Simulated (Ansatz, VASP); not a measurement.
**Ti4Se in VASP and in Ansatz**

```
Ti Se
1.0
     4.65039    0.00000    0.00000
     0.00000    4.65039    0.00000
     0.00000    0.00000    4.65039
Ti Se
4 1
Direct
  0.00000 0.00000 0.00000
  0.50000 0.50000 0.00000
  0.50000 0.00000 0.50000
  0.00000 0.50000 0.50000
  0.50000 0.50000 0.50000
```

Change from the starting cell: species swapped into the Mn4N type (Pm-3m, No. 221).

Alike in both runs: functional PBE; k mesh 4 × 4 × 4; occupations gaussian, width 0.1 eV; collinear spin.

Ansatz relaxed the structure, and its values are those at the end. VASP's run is a single point on that final structure, the one shown.

|  | VASP | Ansatz |
| --- | --- | --- |
| version | VASP 6.6.1 | Ansatz 0.2.0 |
| potentials or method | VASP PAW PBE potentials, release 64 (Ti_sv, Se), cutoff 520 eV | scalar-relativistic, plane waves, PAW |
| valence electrons in the cell | 54 | 64 |

```tsv
	VASP	Ansatz	Ansatz less VASP
gap on the k mesh at the Fermi level (eV)	none	none	-
pressure (GPa)	0.2	0.0	-0.16
net moment per atom (μB)	0.08	0.08	0.000
size of the moment on the site where the two differ most (μB)	0.31	0.35	+0.042
```

Site moments also hang on the region over which each program counts them. A gap of «none» marks a metal or a gap that the smearing closes. VASP's potentials hold 54 valence electrons a cell and Ansatz's 64, so a difference there can come from the potentials and not from the codes. Ansatz's warnings: seeded moment not kept.
